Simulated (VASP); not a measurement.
# LiCaF3: single point with LDA

LiCaF3:

```
Li Ca F
1.0
     3.76124    0.00000    0.00000
     0.00000    3.76124    0.00000
     0.00000    0.00000    3.76124
Li Ca F
1 1 3
Direct
  0.50000 0.50000 0.50000
  0.00000 0.00000 0.00000
  0.99003 0.50000 0.50000
  0.49003 0.50000 0.00000
  0.49003 0.00000 0.50000
```

This cell differs from its parent crystal: all F atoms moved +0.037 Å, as atom 3 towards its neighbour atom 1 (Li) at 1.881 Å.

```
Program             : VASP 6.6.1
Task                : single point
Functional          : LDA
Potentials or basis : VASP PAW LDA potentials, release 64 (Li_sv, Ca_sv, F)
Cutoff              : 520 eV
k mesh              : 6 × 6 × 6
Occupations         : gaussian, width 0.05 eV
Spin                : no spin polarisation
```

```yaml
Largest_force: 0.165 eV/Å
Band_gap_on_the_k_mesh: 6.35 eV (least direct gap 6.47 eV)
```

Forces in eV/Å, atoms in the order of the input:
```
Li  -0.165  0.000  0.000
Ca   0.075  0.000  0.000
F    0.146  0.000  0.000
F   -0.028  0.000  0.000
F   -0.028  0.000  0.000
```

Levels at points of the mesh, in eV from the valence-band top:
```
           k point  band 13  band 14  band 15  band 16  band 17  band 18  band 19  band 20  band 21  band 22
(0.00, 0.00, 0.00)    -0.83    -0.83    -0.12    -0.12    -0.12     6.35     6.35     6.54     8.03     8.03
(0.50, 0.00, 0.00)    -1.21    -1.21    -1.20    -0.43    -0.43     7.47     7.55     8.19     8.82     8.82
(0.00, 0.50, 0.00)    -1.21    -1.21    -1.20    -0.43    -0.43     7.47     7.54     8.19     8.81     8.82
(0.50, 0.50, 0.00)    -1.48    -1.43    -1.42    -0.15    -0.06     7.85     8.02     8.78     8.78     9.12
(0.00, 0.50, 0.50)    -1.49    -1.42    -1.42    -0.14    -0.06     7.86     8.01     8.78     8.78     9.12
(0.50, 0.50, 0.50)    -0.13    -0.13     0.00     0.00     0.00     7.39     7.39     7.39     8.89     8.89
```

It took 37 s on 1 thread of Intel(R) Xeon(R) Platinum 8259CL CPU @ 2.50GHz (Skylake/Cascade Lake), on a shared host, peak memory 0.17 GiB.

Caveat: the cell differs from its parent crystal (all F atoms moved +0.037 Å, as atom 3 towards its neighbour atom 1 (Li) at 1.881 Å). A k mesh can miss the band edges.
